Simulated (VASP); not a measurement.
# TiCo (Pm-3m) in VASP: further runs

Runs on TiCo. Level: LDA. Tasks: single point.

Everything below comes from runs of VASP 6.6.1. Logs are shortened: lines on timing, memory, paths and dates and some standing lists are left out, and cuts for length are marked.

### Step 1. The cell of the first run

It takes space group Pm-3m (No. 221, cubic). Conventional cell: a = 2.863 Å, b = 2.863 Å, c = 2.863 Å, α = 90.00°, β = 90.00°, γ = 90.00°. Within 3.3 Å of Ti (site symmetry m-3m) lie 8 Co at 2.48 Å and 6 Ti at 2.86 Å. Within 3.3 Å of Co (site symmetry m-3m) lie 8 Ti at 2.48 Å and 6 Co at 2.86 Å.

### Step 2. Single point, LDA, collinear spin, ferromagnetic start (volume scaled by 0.960)

Input file INCAR:

```
SYSTEM = TiCo
ALGO = Normal
EDIFF = 1E-7
ENCUT = 520
GGA = CA
ISIF = 2
ISMEAR = 0
ISPIN = 2
LASPH = .TRUE.
LCHARG = .FALSE.
LMAXMIX = 4
LORBIT = 11
LREAL = .FALSE.
LWAVE = .FALSE.
MAGMOM = 0 0.23
NBANDS = 22
NELM = 150
PREC = Accurate
SIGMA = 0.05
```

Input file KPOINTS:

```
k-points
0
G
  16 16 16
  0 0 0
```

Input file POSCAR:

```
TiCo
1.0
    2.8628423767      0.0000000000      0.0000000000
    0.0000000000      2.8628423767      0.0000000000
    0.0000000000      0.0000000000      2.8628423767
Ti Co
1 1
Direct
    0.0000000000      0.0000000000      0.0000000000
    0.5000000000      0.5000000000      0.5000000000
```

Potentials or basis: VASP PAW LDA potentials, release 64 (Ti_sv, Co).

Command:

```
$ cat potpaw_LDA.64/Ti_sv/POTCAR potpaw_LDA.64/Co/POTCAR > POTCAR
$ mpirun -np 1 vasp_std > vasp.out
```

OUTCAR:

```text
SYSTEM = TiCo
   EDIFF = 1E-7
   ENCUT = 520
   GGA = CA
   ISIF = 2
   ISMEAR = 0
   ISPIN = 2
   LASPH = .TRUE.
   LORBIT = 11
   LREAL = .FALSE.
   NELM = 150
   PREC = Accurate

 ion  position               nearest neighbor table
   1  0.000  0.000  0.000-   2 2.48   2 2.48   2 2.48   2 2.48   2 2.48   2 2.48   2 2.48   2 2.48

   2  0.500  0.500  0.500-   1 2.48   1 2.48   1 2.48   1 2.48   1 2.48   1 2.48   1 2.48   1 2.48

  LATTYP: Found a simple cubic cell.
 ALAT       =     2.8628423767

  Lattice vectors:

 A1 = (   2.8628423767,   0.0000000000,   0.0000000000)
 A2 = (   0.0000000000,   2.8628423767,   0.0000000000)
 A3 = (   0.0000000000,   0.0000000000,   2.8628423767)

Analysis of symmetry for initial positions (statically):
=====================================================================
 Subroutine PRICEL returns:
 Original cell was already a primitive cell.

 Routine SETGRP: Setting up the symmetry group for a
 simple cubic supercell.

 Subroutine GETGRP returns: Found 48 space group operations
 (whereof 48 operations were pure point group operations)
 out of a pool of 48 trial point group operations.

The static configuration has the point symmetry O_h .

Analysis of symmetry for dynamics (positions and initial velocities):
=====================================================================
 Subroutine PRICEL returns:
 Original cell was already a primitive cell.

 Routine SETGRP: Setting up the symmetry group for a
 simple cubic supercell.

 Subroutine GETGRP returns: Found 48 space group operations
 (whereof 48 operations were pure point group operations)
 out of a pool of 48 trial point group operations.

The dynamic configuration has the point symmetry O_h .

Analysis of structural, dynamic, and magnetic symmetry:
=====================================================================
 Subroutine PRICEL returns:
 Original cell was already a primitive cell.

 Routine SETGRP: Setting up the symmetry group for a
 simple cubic supercell.

 Subroutine GETGRP returns: Found 48 space group operations
 (whereof 48 operations were pure point group operations)
 out of a pool of 48 trial point group operations.

The overall configuration has the point symmetry O_h .

 Subroutine INISYM returns: Found 48 space group operations
 (whereof 48 operations are pure point group operations),
 and found     1 'primitive' translations

----------------------------------------------------------------------------------------

                                     Primitive cell

  volume of cell :      23.4635

  direct lattice vectors                    reciprocal lattice vectors
     2.862842377  0.000000000  0.000000000     0.349303199  0.000000000  0.000000000
     0.000000000  2.862842377  0.000000000     0.000000000  0.349303199  0.000000000
     0.000000000  0.000000000  2.862842377     0.000000000  0.000000000  0.349303199

  length of vectors
     2.862842377  2.862842377  2.862842377     0.349303199  0.349303199  0.349303199

  position of ions in fractional coordinates (direct lattice)
     0.000000000  0.000000000  0.000000000
     0.500000000  0.500000000  0.500000000

  ion indices of the primitive-cell ions
   primitive index   ion index
                 1           1
                 2           2

----------------------------------------------------------------------------------------

 KPOINTS: k-points

Automatic generation of k-mesh.
 Grid dimensions read from file:
 generate k-points for:   16   16   16

 Generating k-lattice:

  Cartesian coordinates                     Fractional coordinates (reciprocal lattice)
     0.021831450  0.000000000  0.000000000     0.062500000  0.000000000  0.000000000
     0.000000000  0.021831450  0.000000000     0.000000000  0.062500000  0.000000000
     0.000000000  0.000000000  0.021831450     0.000000000  0.000000000  0.062500000

  Length of vectors
     0.021831450  0.021831450  0.021831450

  Shift w.r.t. Gamma in fractional coordinates (k-lattice)
     0.000000000  0.000000000  0.000000000

 Subroutine IBZKPT returns following result:
 ===========================================

 Found    165 irreducible k-points:

 Following reciprocal coordinates:
            Coordinates               Weight
  0.000000  0.000000  0.000000      1.000000
  0.062500  0.000000  0.000000      6.000000
  0.125000  0.000000  0.000000      6.000000
  0.187500  0.000000  0.000000      6.000000
  0.250000  0.000000  0.000000      6.000000
  0.312500  0.000000  0.000000      6.000000
[... 16 lines left out ...]
  0.437500  0.125000  0.000000     24.000000
  0.500000  0.125000  0.000000     12.000000
 [... further k-points ...]
   k-points           NKPTS =    165   k-points in BZ     NKDIM =    165   number of bands    NBANDS=     22
   number of dos      NEDOS =    301   number of ions     NIONS =      2
   total plane-waves  NPLWV =  13824
   dimension x,y,z NGX =    24 NGY =   24 NGZ =   24
[... 89 lines left out ...]
      2     -21.3682      1.00000
      3     -21.3482      1.00000
      4     -21.3482      1.00000
      5       3.3780      1.00000
      6       6.9355      1.00000
[... 14 lines left out ...]
     21      33.2083      0.00000
     22      33.4254      0.00000

 k-point     3 :       0.1250    0.0000    0.0000
  band No.  band energies     occupation
      1     -44.9195      1.00000
      2     -21.4215      1.00000
      3     -21.3446      1.00000
      4     -21.3446      1.00000
      5       3.6364      1.00000
      6       7.0542      1.00000
[... 14 lines left out ...]
     21      32.8417      0.00000
     22      33.5558      0.00000
[... 476 lines left out ...]
 k-point    23 :       0.4375    0.1250    0.0000
  band No.  band energies     occupation
      1     -44.8647      1.00000
      2     -21.7989      1.00000
      3     -21.3822      1.00000
      4     -21.3110      1.00000
      5       6.7539      1.00000
      6       7.6800      1.00000
[... 14 lines left out ...]
     21      30.8198      0.00000
     22      31.3442      0.00000

 k-point    24 :       0.5000    0.1250    0.0000
  band No.  band energies     occupation
      1     -44.8625      1.00000
      2     -21.8163      1.00000
      3     -21.3807      1.00000
      4     -21.3096      1.00000
      5       7.1320      1.00000
      6       7.4844      1.00000
[... 14 lines left out ...]
     21      29.8871      0.00000
     22      31.2977      0.00000

 [... further k-points ...]

 spin component 2

 k-point     1 :       0.0000    0.0000    0.0000
  band No.  band energies     occupation
      1     -44.9271      1.00000
      2     -21.3487      1.00000
      3     -21.3487      1.00000
      4     -21.3487      1.00000
      5       3.2918      1.00000
      6       6.9012      1.00000
[... 14 lines left out ...]
     21      33.3692      0.00000
     22      33.3692      0.00000

 k-point     2 :       0.0625    0.0000    0.0000
  band No.  band energies     occupation
      1     -44.9249      1.00000
      2     -21.3674      1.00000
      3     -21.3474      1.00000
      4     -21.3474      1.00000
      5       3.3794      1.00000
      6       6.9413      1.00000
[... 14 lines left out ...]
     21      33.2090      0.00000
     22      33.4262      0.00000

 k-point     3 :       0.1250    0.0000    0.0000
  band No.  band energies     occupation
      1     -44.9187      1.00000
      2     -21.4207      1.00000
      3     -21.3438      1.00000
      4     -21.3438      1.00000
      5       3.6378      1.00000
      6       7.0601      1.00000
[... 14 lines left out ...]
     21      32.8423      0.00000
     22      33.5566      0.00000
[... 476 lines left out ...]
 k-point    23 :       0.4375    0.1250    0.0000
  band No.  band energies     occupation
      1     -44.8639      1.00000
      2     -21.7981      1.00000
      3     -21.3814      1.00000
      4     -21.3102      1.00000
      5       6.7564      1.00000
      6       7.6835      1.00000
[... 14 lines left out ...]
     21      30.8218      0.00000
     22      31.3450      0.00000

 k-point    24 :       0.5000    0.1250    0.0000
  band No.  band energies     occupation
      1     -44.8617      1.00000
      2     -21.8155      1.00000
      3     -21.3799      1.00000
      4     -21.3088      1.00000
      5       7.1360      1.00000
      6       7.4860      1.00000
[... 14 lines left out ...]
     21      29.8891      0.00000
     22      31.2984      0.00000

 [... further k-points ...]

------------------------ aborting loop because EDIFF is reached ----------------------------------------

  FORCE on cell =-STRESS in cart. coord.  units (eV):
  Direction    XX          YY          ZZ          XY          YZ          ZX
  --------------------------------------------------------------------------------------
  -------------------------------------------------------------------------------------
  Total        1.3061344      1.3061344      1.3061344     -0.0000000      0.0000000     -0.0000000
  in kB       89.1879424     89.1879424     89.1879424     -0.0000000      0.0000000     -0.0000000
  external PRESSURE =      89.1879424 kB  Pullay stress =       0.0000000 kB

 VOLUME and BASIS-vectors are now :
 -----------------------------------------------------------------------------
  energy-cutoff  :      520.00
  volume of cell :       23.46
      direct lattice vectors                 reciprocal lattice vectors
     2.862842377  0.000000000  0.000000000     0.349303199  0.000000000  0.000000000
     0.000000000  2.862842377  0.000000000     0.000000000  0.349303199  0.000000000
     0.000000000  0.000000000  2.862842377     0.000000000  0.000000000  0.349303199

 POSITION                                       TOTAL-FORCE (eV/Angst)
 -----------------------------------------------------------------------------------
      0.00000      0.00000      0.00000         0.000000      0.000000      0.000000
      1.43142      1.43142      1.43142         0.000000      0.000000      0.000000
 -----------------------------------------------------------------------------------
    total drift:                                0.000000      0.000000     -0.000000

  FREE ENERGIE OF THE ION-ELECTRON SYSTEM (eV)
  ---------------------------------------------------
  free  energy   TOTEN  =       -17.5701391847 eV

  energy  without entropy=      -17.5663534984  energy(sigma->0) =      -17.56824634

 total charge

# of ion       s       p       d       tot
------------------------------------------
    1        2.280   6.222   2.003  10.506
    2        0.578   0.519   7.450   8.547
--------------------------------------------------
tot          2.858   6.741   9.453  19.052

 magnetization (x)

# of ion       s       p       d       tot
------------------------------------------
    1        0.000  -0.000   0.001   0.001
    2        0.000   0.000   0.009   0.010
--------------------------------------------------
tot          0.000   0.000   0.010   0.011
```

Wall time 4.6 min (1 thread of AMD EPYC 7R13, shared host); peak memory 0.21 GiB.

Results:

```
Free energy                                           : -17.5701 eV
Pressure                                              : 8.9 GPa
Net moment                                            : 0.01 μB per cell
Valence electrons inside the program's atomic spheres : Ti 10.51; Co 8.55
```

Levels at points of the mesh, in eV from the Fermi level:
Spin up:
```
           k point  band 6  band 7  band 8  band 9  band 10  band 11  band 12  band 13  band 14  band 15
(0.00, 0.00, 0.00)   -4.49   -4.49   -1.71   -1.71    -1.71     0.85     0.85     3.17     3.17     3.17
(0.50, 0.00, 0.00)   -3.99   -2.85   -1.77   -1.77    -1.20    -1.06     0.24     0.67     0.67     2.53
(0.50, 0.50, 0.00)   -4.29   -2.85   -2.85   -0.71    -0.16     0.98     0.98     1.39     3.02     3.02
(0.50, 0.50, 0.50)   -2.72   -2.72   -2.47   -2.47    -2.47    -0.67    -0.67     3.63     3.63     8.13
```
Spin down:
| k point | band 6 | band 7 | band 8 | band 9 | band 10 | band 11 | band 12 | band 13 | band 14 | band 15 |
| --- | --- | --- | --- | --- | --- | --- | --- | --- | --- | --- |
| (0.00, 0.00, 0.00) | -4.48 | -4.48 | -1.70 | -1.70 | -1.70 | 0.86 | 0.86 | 3.17 | 3.17 | 3.17 |
| (0.50, 0.00, 0.00) | -3.99 | -2.84 | -1.77 | -1.77 | -1.20 | -1.06 | 0.25 | 0.67 | 0.67 | 2.53 |
| (0.50, 0.50, 0.00) | -4.29 | -2.84 | -2.84 | -0.70 | -0.15 | 0.98 | 0.98 | 1.40 | 3.02 | 3.02 |
| (0.50, 0.50, 0.50) | -2.72 | -2.72 | -2.47 | -2.47 | -2.47 | -0.66 | -0.66 | 3.63 | 3.63 | 8.14 |

Caveat: the cell differs from its parent crystal (volume scaled by 0.960).

### Step 3. Single point, LDA, collinear spin, ferromagnetic start (volume scaled by 0.980)

Input file INCAR:

```
SYSTEM = TiCo
  PREC = Accurate
  ENCUT = 520
  EDIFF = 1E-6
  ISMEAR = 0
  SIGMA = 0.05
  LREAL = .FALSE.
  LASPH = .TRUE.
  NELM = 150
  ALGO = Normal
  ISIF = 2
  LWAVE = .FALSE.
  LCHARG = .TRUE.
  ISPIN = 2
  MAGMOM = 0 0.27
  LORBIT = 11
  LMAXMIX = 4
  LELF = .TRUE.
  LVHAR = .TRUE.
  NBANDS = 22
```

Input file KPOINTS:

```
Automatic mesh
0
G
  16 16 16
  0 0 0
```

Input file POSCAR:

```
TiCo
1.0
    2.8825867411      0.0000000000      0.0000000000
    0.0000000000      2.8825867411      0.0000000000
    0.0000000000      0.0000000000      2.8825867411
Ti Co
1 1
Direct
    0.0000000000      0.0000000000      0.0000000000
    0.5000000000      0.5000000000      0.5000000000
```

Potentials or basis: VASP PAW LDA potentials, release 64 (Ti_sv, Co).

Command:

```
$ cat potpaw_LDA.64/Ti_sv/POTCAR potpaw_LDA.64/Co/POTCAR > POTCAR
$ mpirun -np 1 vasp_std > vasp.out
```

Run time: 5.2 min. Hardware: 1 thread of AMD EPYC 7R13, shared host; peak memory 0.21 GiB.

Results (log left out):

| Quantity | Value |
| --- | --- |
| Free energy | -17.5900 eV |
| Pressure | 4.1 GPa |
| Net moment | 0.02 μB per cell |
| Valence electrons inside the program's atomic spheres | Ti 10.47; Co 8.51 |

Levels at points of the mesh, in eV from the Fermi level:
Spin up:
| k point | band 8 | band 9 | band 10 | band 11 | band 12 | band 13 |
| --- | --- | --- | --- | --- | --- | --- |
| (0.00, 0.00, 0.00) | -1.66 | -1.66 | -1.66 | 0.84 | 0.84 | 3.10 |
| (0.50, 0.00, 0.00) | -1.72 | -1.72 | -1.17 | -1.01 | 0.22 | 0.67 |
| (0.50, 0.50, 0.00) | -2.76 | -0.69 | -0.16 | 0.93 | 0.93 | 1.37 |
| (0.50, 0.50, 0.50) | -2.39 | -2.39 | -2.39 | -0.66 | -0.66 | 3.54 |
Spin down:
```csv
k point,band 8,band 9,band 10,band 11,band 12,band 13
"(0.00, 0.00, 0.00)",-1.65,-1.65,-1.65,0.85,0.85,3.10
"(0.50, 0.00, 0.00)",-1.71,-1.71,-1.16,-1.01,0.23,0.67
"(0.50, 0.50, 0.00)",-2.75,-0.67,-0.15,0.93,0.93,1.37
"(0.50, 0.50, 0.50)",-2.39,-2.39,-2.39,-0.64,-0.64,3.54
```

Caveat: the cell differs from its parent crystal (volume scaled by 0.980).

### Step 4. Single point, LDA, collinear spin, ferromagnetic start

This run uses another cell than the first one, of 12.22 Å³/atom, 1.042 times its volume.

Input file INCAR:

```
SYSTEM = TiCo
ALGO = Normal
EDIFF = 1E-6
ENCUT = 520
GGA = CA
ISIF = 2
ISMEAR = 0
ISPIN = 2
LASPH = .TRUE.
LCHARG = .FALSE.
LMAXMIX = 4
LORBIT = 11
LREAL = .FALSE.
LWAVE = .FALSE.
MAGMOM = 0 0.27
NBANDS = 22
NELM = 150
PREC = Accurate
SIGMA = 0.05
```

Input file KPOINTS:

```
k-points
0
G
  16 16 16
  0 0 0
```

Input file POSCAR:

```
TiCo
1.0
    2.9020642694      0.0000000000      0.0000000000
    0.0000000000      2.9020642694      0.0000000000
    0.0000000000      0.0000000000      2.9020642694
Ti Co
1 1
Direct
    0.0000000000      0.0000000000      0.0000000000
    0.5000000000      0.5000000000      0.5000000000
```

Command:

```
$ cat potpaw_LDA.64/Ti_sv/POTCAR potpaw_LDA.64/Co/POTCAR > POTCAR
$ mpirun -np 1 vasp_std > vasp.out
```

Wall time 4.6 min (1 thread of AMD EPYC 7R13, shared host); peak memory 0.22 GiB.

Results (log left out):

```yaml
Free_energy: -17.5958 eV
Pressure: -0.4 GPa
Net_moment: 0.03 μB per cell
Site_moments: Ti +0.00; Co +0.03 μB
Valence_electrons_inside_the_program's_atomic_spheres: Ti 10.43; Co 8.47
```

Levels at points of the mesh, in eV from the Fermi level:
Spin up:
```csv
k point,band 7,band 8,band 9,band 10,band 11,band 12,band 13,band 14
"(0.00, 0.00, 0.00)",-4.23,-1.61,-1.61,-1.61,0.83,0.83,3.02,3.02
"(0.50, 0.00, 0.00)",-2.67,-1.68,-1.68,-1.13,-0.96,0.19,0.67,0.67
"(0.50, 0.50, 0.00)",-2.68,-2.68,-0.68,-0.16,0.89,0.89,1.34,2.87
"(0.50, 0.50, 0.50)",-2.61,-2.33,-2.33,-2.33,-0.64,-0.64,3.46,3.46
```
Spin down:
| k point | band 7 | band 8 | band 9 | band 10 | band 11 | band 12 | band 13 | band 14 |
| --- | --- | --- | --- | --- | --- | --- | --- | --- |
| (0.00, 0.00, 0.00) | -4.22 | -1.60 | -1.60 | -1.60 | 0.84 | 0.84 | 3.03 | 3.03 |
| (0.50, 0.00, 0.00) | -2.65 | -1.66 | -1.66 | -1.12 | -0.96 | 0.22 | 0.67 | 0.67 |
| (0.50, 0.50, 0.00) | -2.67 | -2.67 | -0.65 | -0.14 | 0.90 | 0.90 | 1.34 | 2.88 |
| (0.50, 0.50, 0.50) | -2.59 | -2.32 | -2.32 | -2.32 | -0.61 | -0.61 | 3.46 | 3.46 |

### Step 5. Single point, LDA, collinear spin, ferromagnetic start (volume scaled by 1.020)

Input file INCAR:

```
SYSTEM = TiCo
ALGO = Fast ; EDIFF = 1E-6
ENCUT = 520 ; ISIF = 2
ISMEAR = 0 ; ISPIN = 2
LASPH = .True. ; LCHARG = .True.
LELF = .True. ; LMAXMIX = 4
LORBIT = 11 ; LREAL = .False.
LVHAR = .True. ; LWAVE = .False.
MAGMOM = 0 0.27 ; NBANDS = 22
NELM = 150 ; PREC = Accurate
SIGMA = 0.05
```

Input file KPOINTS:

```
k-points
0
Gamma
  16 16 16
  0 0 0
```

Input file POSCAR:

```
TiCo
1.0
    2.9212837982      0.0000000000      0.0000000000
    0.0000000000      2.9212837982      0.0000000000
    0.0000000000      0.0000000000      2.9212837982
Ti Co
1 1
Direct
    0.0000000000      0.0000000000      0.0000000000
    0.5000000000      0.5000000000      0.5000000000
```

Command:

```
$ cat potpaw_LDA.64/Ti_sv/POTCAR potpaw_LDA.64/Co/POTCAR > POTCAR
$ mpirun -np 1 vasp_std > vasp.out
```

It took 8.1 min on 1 thread of AMD EPYC 7R13, shared host; peak memory 0.22 GiB.

The run converged. Its results:

* Free energy: -17.5888 eV
* Pressure: -4.3 GPa
* Net moment: 0.00 μB per cell
* Valence electrons inside the program's atomic spheres: Ti 10.40; Co 8.43

Levels at points of the mesh, in eV from the Fermi level:
Spin up:
```csv
k point,band 7,band 8,band 9,band 10,band 11,band 12,band 13,band 14
"(0.00, 0.00, 0.00)",-4.10,-1.56,-1.56,-1.56,0.82,0.82,2.95,2.95
"(0.50, 0.00, 0.00)",-2.58,-1.62,-1.62,-1.09,-0.91,0.18,0.66,0.66
"(0.50, 0.50, 0.00)",-2.60,-2.60,-0.64,-0.15,0.86,0.86,1.32,2.81
"(0.50, 0.50, 0.50)",-2.54,-2.26,-2.26,-2.26,-0.61,-0.61,3.38,3.38
```
Spin down:
| k point | band 8 | band 9 | band 10 | band 11 | band 12 | band 13 |
| --- | --- | --- | --- | --- | --- | --- |
| (0.00, 0.00, 0.00) | -1.56 | -1.56 | -1.56 | 0.82 | 0.82 | 2.95 |
| (0.50, 0.00, 0.00) | -1.62 | -1.62 | -1.09 | -0.91 | 0.19 | 0.66 |
| (0.50, 0.50, 0.00) | -2.60 | -0.64 | -0.15 | 0.86 | 0.86 | 1.32 |
| (0.50, 0.50, 0.50) | -2.26 | -2.26 | -2.26 | -0.61 | -0.61 | 3.38 |

Caveat: the cell differs from its parent crystal (volume scaled by 1.020).

### Step 6. Overview

| cell | gap on the mesh (eV) | pressure (GPa) | moment (μB) |
| --- | --- | --- | --- |
| a = 2.863 Å, 2 atoms | none | 8.9 | 0.01 |
| a = 2.883 Å, 2 atoms | none | 4.1 | 0.02 |
| a = 2.902 Å, 2 atoms | none | -0.4 | 0.03 |
| a = 2.921 Å, 2 atoms | none | -4.3 | 0.00 |

Alike in all rows: task single point; level LDA; potentials or basis VASP PAW LDA potentials, release 64 (Ti_sv, Co); spin collinear, ferromagnetic start; k mesh 16 × 16 × 16; cutoff (eV) 520; smearing gaussian 0.05 eV.

Absolute energies hang on the potentials; compare differences alone.
